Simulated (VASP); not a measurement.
Input of a VASP 6.6.1 run:

INCAR

```
SYSTEM = F
PREC     = Accurate       ! precision mode
ENCUT    = 520            ! plane-wave cutoff, eV
EDIFF    = 1E-6           ! SCF threshold, eV
ISMEAR   = -1             ! smearing method
SIGMA    = 0.05           ! smearing width, eV
LREAL    = .FALSE.        ! projectors in reciprocal space
LASPH    = .TRUE.         ! aspherical terms in the spheres
NELM     = 60             ! most SCF steps
ALGO     = Normal         ! electronic algorithm
ISIF     = 2              ! what is computed and relaxed
LWAVE    = .FALSE.        ! write WAVECAR
LCHARG   = .FALSE.        ! write CHGCAR
GGA      = PS             ! functional
NBANDS   = 22             ! bands
```

KPOINTS

```
regular mesh
0
G
  9 9 4
  0 0 0
```

POSCAR

```
F
1.0
    2.8656671769     -1.7060430273      0.1650690630
    2.8656671769      1.7060430273      0.1650690630
   -1.1721094184      0.0000000000      6.4156117742
F
4
Direct
    0.9217777019      0.5857884117      0.0939778158
    0.4142115883      0.0782222981      0.4060221842
    0.0782222981      0.4142115883      0.9060221842
    0.5857884117      0.9217777019      0.5939778158
```

Potentials or basis: VASP PAW PBE potentials, release 64 (F).

The run is started by

```bash
$ cat potpaw_PBE.64/F/POTCAR > POTCAR
$ mpirun -np 1 vasp_std > vasp.out
```

(1) Estimate the largest force.

(2) What does it give for the pressure?

(3) Predict the band gap on the k mesh.

Results:

(1) 3.164 eV/Å.

(2) 7.1 GPa.

(3) 3.78 eV.

Caveat: the stress differs along the axes, from -0 to 18 GPa; this functional lacks dispersion, which holds the molecules together, so the pressure and a relaxed volume are unreliable; the PAW data sets were made with another functional, which shifts forces and pressure a little.
